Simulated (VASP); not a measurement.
# As (R-3m) in VASP: notebook

As is run at these levels: r2SCAN; tasks: relaxation of shape and atoms at fixed volume.

Everything below comes from runs of VASP 6.6.1. Logs are shortened: lines on timing, memory, paths and dates and some standing lists are left out, and cuts for length are marked.

### Step 1. The cell of the first run

It takes space group R-3m (No. 166, trigonal). Conventional cell: a = 3.585 Å, b = 3.585 Å, c = 15.384 Å, α = 90.00°, β = 90.00°, γ = 120.00°. Within 3.3 Å of As (site symmetry 3m) lie 3 As at 2.48 Å.

### Step 2. Relaxation of shape and atoms at fixed volume, r2SCAN (28.54 Å³/atom)

Contents of POSCAR:

```
As
1.0
    1.7925152784      1.0349091785      5.1279074594
   -1.7925152784      1.0349091785      5.1279074594
    0.0000000000     -2.0698183571      5.1279074594
As
2
Direct
    0.2110424715      0.2110424715      0.2110424715
    0.7889575285      0.7889575285      0.7889575285
```

Contents of INCAR.step1:

```
PREC = Accurate ; ENCUT = 600
ISMEAR = 0 ; SIGMA = 0.05
LREAL = False ; LASPH = True
NELM = 80 ; GGA = PE
ALGO = Normal ; EDIFF = 1E-4
LWAVE = True ; LCHARG = False
```

Contents of INCAR.step2:

```
PREC = Accurate ; ENCUT = 600
EDIFF = 1E-6 ; ISMEAR = 0
SIGMA = 0.05 ; LREAL = False
LASPH = True ; NELM = 80
ALGO = Normal ; ISIF = 4
LWAVE = False ; LCHARG = False
METAGGA = R2SCAN ; LMIXTAU = True
IBRION = 2 ; NSW = 60
EDIFFG = -0.01 ; ISTART = 1
```

Contents of KPOINTS:

```
regular mesh
0
Gamma
  14 14 14
```

Potentials or basis: VASP PAW PBE potentials, release 64 (As).

On the command line:

```bash
cat potpaw_PBE.64/As/POTCAR > POTCAR
cp INCAR.step1 INCAR
mpirun -np 1 vasp_std > vasp.out
cp INCAR.step2 INCAR
mpirun -np 1 vasp_std > vasp.out
```

OUTCAR:

```text
PREC = Accurate
   ENCUT = 600
   EDIFF = 1E-6
   ISMEAR = 0
   LREAL = False
   LASPH = True
   NELM = 80
   ISIF = 4
   METAGGA = R2SCAN
   IBRION = 2
   NSW = 60
   EDIFFG = -0.01
   ISTART = 1

 ion  position               nearest neighbor table
   1  0.211  0.211  0.211-   2 2.48   2 2.48   2 2.48
   2  0.789  0.789  0.789-   1 2.48   1 2.48   1 2.48

  LATTYP: Found a trigonal (rhomboedric) cell.
 ALAT       =     5.5298809158
 COS(alpha) =     0.7898525281

  Lattice vectors:

 A1 = (   1.7925152784,   1.0349091785,   5.1279074594)
 A2 = (  -1.7925152784,   1.0349091785,   5.1279074594)
 A3 = (   0.0000000000,  -2.0698183571,   5.1279074594)

Analysis of symmetry for initial positions (statically):
=====================================================================
 Subroutine PRICEL returns:
 Original cell was already a primitive cell.

 Routine SETGRP: Setting up the symmetry group for a
 trigonal (rhombohedral) supercell.

 Subroutine GETGRP returns: Found 12 space group operations
 (whereof 12 operations were pure point group operations)
 out of a pool of 12 trial point group operations.

The static configuration has the point symmetry D_3d.

Analysis of symmetry for dynamics (positions and initial velocities):
=====================================================================
 Subroutine PRICEL returns:
 Original cell was already a primitive cell.

 Routine SETGRP: Setting up the symmetry group for a
 trigonal (rhombohedral) supercell.

 Subroutine GETGRP returns: Found 12 space group operations
 (whereof 12 operations were pure point group operations)
 out of a pool of 12 trial point group operations.

The dynamic configuration has the point symmetry D_3d.

 Subroutine INISYM returns: Found 12 space group operations
 (whereof 12 operations are pure point group operations),
 and found     1 'primitive' translations

----------------------------------------------------------------------------------------

                                     Primitive cell

  volume of cell :      57.0764

  direct lattice vectors                    reciprocal lattice vectors
     1.792515278  1.034909178  5.127907459     0.278937650  0.161044728  0.065003773
    -1.792515278  1.034909178  5.127907459    -0.278937650  0.161044728  0.065003773
     0.000000000 -2.069818357  5.127907459     0.000000000 -0.322089455  0.065003773

  length of vectors
[... 99 lines left out ...]
   IALGO  =     38    algorithm
   IMIX   =      4    mixing-type and parameters
     AMIX     =   0.40;   BMIX     =  1.00
     AMIX_MAG =   1.60;   BMIX_MAG =  1.00
  volume/ion in A,a.u.               =      28.54       192.59
  Fermi-wavevector in a.u.,A,eV,Ry     =   0.916057  1.731097 11.417479  0.839161
  Thomas-Fermi vector in A             =   2.040869
   LORBIT       =      0    0 simple, 1 ext, 2 COOP (PROOUT), +10 PAW based schemes
   METAGGA = R2SCAN    functional components
   LHFCALC =     F    Hartree Fock is set to
   AEXX    =    0.0000 exact exchange contribution
   IVDW    =     0    specifies the selected vdW correction
   LEPSILON=     F    determine dielectric tensor
   LRPA    =     F    only Hartree local field effects (RPA)
 conjugate gradient relaxation of ions
 non-spin polarized calculation
 Gauss-broadening in eV      SIGMA  =   0.05
  energy-cutoff  :      600.00
  volume of cell :       57.08
 maximum number of plane-waves:      1928
 NGX is ok and might be reduce to    48
   NGX = 23   NGY = 23   NGZ = 23

--------------------------------------- Ionic step        1  -------------------------------------------

 number of electron      10.0000000 magnetization

 Free energy of the ion-electron system (eV)
  ---------------------------------------------------
  ext. energy  EPLUGINS =         0.00000000
  ---------------------------------------------------
  free energy    TOTEN  =       -29.41968401 eV

  energy without entropy =      -29.41968401  energy(sigma->0) =      -29.41968401

------------------------ aborting loop because EDIFF is reached ----------------------------------------

  FORCE on cell =-STRESS in cart. coord.  units (eV):
  Direction    XX          YY          ZZ          XY          YZ          ZX
  --------------------------------------------------------------------------------------
  -------------------------------------------------------------------------------------
  Total        0.0567749      0.0567749      0.0911588      0.0000000     -0.0000000      0.0000000
  in kB        1.5937154      1.5937154      2.5588955      0.0000000     -0.0000000      0.0000000
  external PRESSURE =       1.9154421 kB  Pullay stress =       0.0000000 kB
[... 131 lines left out ...]
--------------------------------------- Ionic step        5  -------------------------------------------

 number of electron      10.0000000 magnetization

 Free energy of the ion-electron system (eV)
  ---------------------------------------------------
  ext. energy  EPLUGINS =         0.00000000
  ---------------------------------------------------
  free energy    TOTEN  =       -29.41990455 eV

  energy without entropy =      -29.41990455  energy(sigma->0) =      -29.41990455

 E-fermi :   2.7442     XC(G=0):  -8.7870

 val. band max:        2.5302321552   @ k =   0.5000   0.5000   0.5000
 cond. band min:       3.1830888894   @ k =   0.3571   0.0000   0.0000
 fundamental gap:      0.6528567342
 Fermi energy:         2.7441861014

 k-point     1 :       0.0000    0.0000    0.0000
  band No.  band energies     occupation
      1     -12.5016      2.00000
      2      -5.2553      2.00000
      3       0.2853      2.00000
      4       1.6507      2.00000
      5       1.6507      2.00000
      6       4.5385      0.00000
      7       5.5589      0.00000
      8       5.5589      0.00000
      9      11.0482      0.00000
[... 265 lines left out ...]
 k-point    24 :       0.2857    0.1429    0.0000
  band No.  band energies     occupation
      1     -11.6332      2.00000
      2      -5.6545      2.00000
      3      -1.3417      2.00000
      4      -0.1600      2.00000
      5       1.0431      2.00000
      6       4.6582      0.00000
      7       5.6803      0.00000
      8       6.9259      0.00000
      9       9.1072      0.00000

 [... further k-points ...]

------------------------ aborting loop because EDIFF is reached ----------------------------------------

  FORCE on cell =-STRESS in cart. coord.  units (eV):
  Direction    XX          YY          ZZ          XY          YZ          ZX
  --------------------------------------------------------------------------------------
  -------------------------------------------------------------------------------------
  Total        0.0210184      0.0210184     -0.0062524      0.0000000      0.0000000      0.0000000
  in kB        0.5900031      0.5900031     -0.1755109      0.0000000      0.0000000      0.0000000
  external PRESSURE =       0.3348318 kB  Pullay stress =       0.0000000 kB
[... 17 lines left out ...]
  FREE ENERGIE OF THE ION-ELECTRON SYSTEM (eV)
  ---------------------------------------------------
  free  energy   TOTEN  =       -29.4199045468 eV

  energy  without entropy=      -29.4199045468  energy(sigma->0) =      -29.41990455

 reached required accuracy - stopping structural energy minimisation
```

OUTCAR.step1:

```text
PREC = Accurate
   ENCUT = 600
   ISMEAR = 0
   LREAL = False
   LASPH = True
[... 511 lines left out ...]
      0.00000     -0.00000      3.24662         0.000000     -0.000000      0.470606
      0.00000     -0.00000     12.13710         0.000000      0.000000     -0.470606
 -----------------------------------------------------------------------------------
    total drift:                               -0.000000     -0.000000      0.000000

  FREE ENERGIE OF THE ION-ELECTRON SYSTEM (eV)
  ---------------------------------------------------
  free  energy   TOTEN  =        -9.3188280691 eV

  energy  without entropy=       -9.3188280690  energy(sigma->0) =       -9.31882807
```

OSZICAR.step1:

```text
N       E                     dE             d eps       ncg     rms          rms(c)
DAV:   1     0.390870867077E+02    0.39087E+02   -0.44129E+03  5184   0.997E+02
DAV:   2    -0.754685959869E+01   -0.46634E+02   -0.45238E+02  7797   0.126E+02
DAV:   3    -0.936038287111E+01   -0.18135E+01   -0.18111E+01  6311   0.315E+01
DAV:   4    -0.937292658688E+01   -0.12544E-01   -0.12542E-01  6612   0.289E+00
DAV:   5    -0.937297748928E+01   -0.50902E-04   -0.50900E-04  5919   0.164E-01    0.341E+00
DAV:   6    -0.933585041466E+01    0.37127E-01   -0.20569E-02  5458   0.906E-01    0.204E+00
DAV:   7    -0.931816213069E+01    0.17688E-01   -0.40967E-02  5379   0.132E+00    0.113E-01
DAV:   8    -0.931870088873E+01   -0.53876E-03   -0.11310E-03  5431   0.226E-01    0.334E-02
DAV:   9    -0.931882080070E+01   -0.11991E-03   -0.12891E-04  5775   0.885E-02    0.206E-02
DAV:  10    -0.931882806906E+01   -0.72684E-05   -0.12237E-05  2795   0.258E-02
   1 F= -.93188281E+01 E0= -.93188281E+01  d E =-.664141E-11
```

Run time: 67 min. Hardware: 1 thread of Oxide Virtual Turin-like, shared host; peak memory 0.45 GiB.

What came out:

- Free energy: -29.4199 eV
- Energy gained by relaxing: 0.1 meV/atom
- Ionic steps: 5
- Pressure after relaxing: 0.0 GPa
- Largest force after relaxing: 0.005 eV/Å
- Band gap on the k mesh: 0.65 eV (least direct gap 1.31 eV)

Forces on the atoms (eV/Å):
```
As   0.000  0.000  0.005
As   0.000  0.000 -0.005
```

The path:
| step | energy change (eV) | largest force (eV/Å) | pressure (GPa) | volume (Å³) |
| --- | --- | --- | --- | --- |
| 1 | 0.0000 | 0.0771 | 0.19 | 57.08 |
| 2 | -0.0002 | 0.0315 | -0.01 | 57.08 |
| 3 | -0.0002 | 0.0017 | 0.06 | 57.08 |
| 4 | -0.0002 | 0.0045 | 0.06 | 57.08 |
| 5 | -0.0002 | 0.0045 | 0.03 | 57.08 |

Final structure:
```
As
1.0
     1.79268    1.03500    5.12697
    -1.79268    1.03500    5.12697
     0.00000   -2.07001    5.12697
As
2
Cartesian
  0.0000 0.0000 3.2488
  0.0000 0.0000 12.1321
```

Caveat: the PAW data sets were made with another functional, which shifts forces and pressure a little.

[end of part 1 of 2]

The gap in the log of VASP goes by the Fermi energy; the results here count the filled bands.